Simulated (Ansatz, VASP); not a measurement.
## Two plane-wave programs on AlNi3

```
Ni Al
1.0
     3.52305    0.00000    0.00000
     0.00000    3.52305    0.00000
     0.00000    0.00000    3.52305
Ni Al
3 1
Direct
  0.50000 0.50000 0.00000
  0.50000 0.00000 0.50000
  0.00000 0.50000 0.50000
  0.00000 0.00000 0.00000
```

Alike in both runs: functional PBEsol; k mesh 4 × 4 × 4; occupations fermi-dirac, width 0.05 eV; collinear spin.

|  | VASP | Ansatz |
| --- | --- | --- |
| version | VASP 6.6.1 | Ansatz 0.2.0 |
| potentials or method | VASP PAW PBE potentials, release 64 (Ni, Al) | Ansatz PAW |
| plane-wave cutoff (eV) | 520 | 420 |
| valence electrons in the cell | 33 | 57 |
| task | single point | band structure |

Ansatz gave:

- gap on the k mesh at the Fermi level (eV): none
- pressure (GPa): -1.2
- net moment per atom (μB): 0.00

**Question.** Estimate VASP's values.

**Answer.** gap on the k mesh at the Fermi level (eV): none; pressure (GPa): -1.1; net moment per atom (μB): 0.00.

VASP's potentials were made for PBE, not for PBEsol. A gap of «none» marks a metal or a gap that the smearing closes. With one functional, cell and mesh, what is left measures potentials, basis and numerics. VASP's potentials hold 33 valence electrons a cell and Ansatz's 57, so a difference there can come from the potentials and not from the codes.

The k mesh is coarse, so the values compare programs but aren't converged.
